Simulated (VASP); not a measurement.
A run of VASP 6.6.1 is set up as follows.

File INCAR:

```
SYSTEM = Re
  PREC = Accurate
  ENCUT = 520
  EDIFF = 1E-6
  ISMEAR = 0
  SIGMA = 0.1
  LREAL = .FALSE.
  LASPH = .TRUE.
  NELM = 60
  ALGO = Normal
  ISIF = 2
  LWAVE = .FALSE.
  LCHARG = .FALSE.
  LDIPOL = .TRUE.
  IDIPOL = 3
  DIPOL = 0.5 0.5 0.498
  GGA = CA
  NBANDS = 34
```

Contents of KPOINTS:

```
Automatic mesh
0
G
  21 21 1
  0 0 0
```

The input POSCAR:

```
Re
1.0
    2.7653363800      0.0000000000      0.0000000000
   -1.3826681900      2.3948515500      0.0000000000
    0.0000000000      0.0000000000     30.4207300738
Re
7
Direct
    0.6666666663      0.3333333337      0.2794147274
    0.3333333337      0.6666666674      0.3529431516
    0.6666666663      0.3333333337      0.4264715758
    0.3333333337      0.6666666674      0.4987376352
    0.6666666663      0.3333333337      0.5702036019
    0.3333333337      0.6666666674      0.6444352681
    0.6666666663      0.3333333337      0.7124995318
```

Potentials or basis: VASP PAW LDA potentials, release 64 (Re).

Run with:

```bash
$ cat potpaw_LDA.64/Re/POTCAR > POTCAR
$ mpirun -np 1 vasp_std > vasp.out
```

Problem. Predict the band gap on the k mesh.

Solution. Zero (an odd number of electrons rules out a gap without spin polarisation).

Problem. What does it give for the largest force?

Solution. 1.617 eV/Å.

Forces in eV/Å, atoms in the order of the input:
```
Re   0.000  0.000  1.617
Re   0.000  0.000 -1.334
Re   0.000  0.000 -0.323
Re   0.000  0.000  0.005
Re   0.000  0.000 -0.004
Re   0.000  0.000  0.025
Re   0.000  0.000  0.014
```

Caveat: spin-orbit coupling is left out, which moves the levels of the heavy elements.
